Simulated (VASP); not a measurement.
# ZnCu: single point with PBE

The system is ZnCu.

```
Zn Cu
1.0
     3.06280    0.00000    0.00000
     0.00000    3.06280    0.00000
     0.00000    0.00000    2.94500
Zn Cu
1 1
Direct
  0.50000 0.50000 0.50000
  0.00000 0.00000 0.00000
```

```json
{"Program": "VASP 6.6.1", "Task": "single point", "Functional": "PBE", "Potentials or basis": "VASP PAW PBE potentials, release 64 (Zn, Cu)", "Cutoff": "520 eV", "k mesh": "7 × 7 × 8", "Occupations": "fermi-dirac, width 0.05 eV", "Spin": "no spin polarisation", "Dipole correction": "no", "Further INCAR settings": "ALGO = Normal; EDIFF = 1e-06; NBANDS = 18"}
```

```
Pressure : -5.4 GPa
```

Stress tensor (GPa, compression positive):
```
-6.74  0.00  0.00
 0.00 -6.74  0.00
 0.00  0.00 -2.87
```

Levels at points of the mesh, in eV from the Fermi level:
| k point | band 9 | band 10 | band 11 | band 12 | band 13 | band 14 | band 15 | band 16 |
| --- | --- | --- | --- | --- | --- | --- | --- | --- |
| (0.00, 0.00, 0.00) | -2.80 | -2.74 | -2.74 | 5.37 | 5.37 | 6.69 | 10.23 | 10.27 |
| (0.00, 0.00, 0.50) | -3.27 | -3.27 | -2.85 | -1.94 | 10.75 | 10.75 | 11.36 | 11.36 |

It took 24 s on 1 thread of Intel Xeon 8259CL (shared host), peak memory 0.15 GiB.
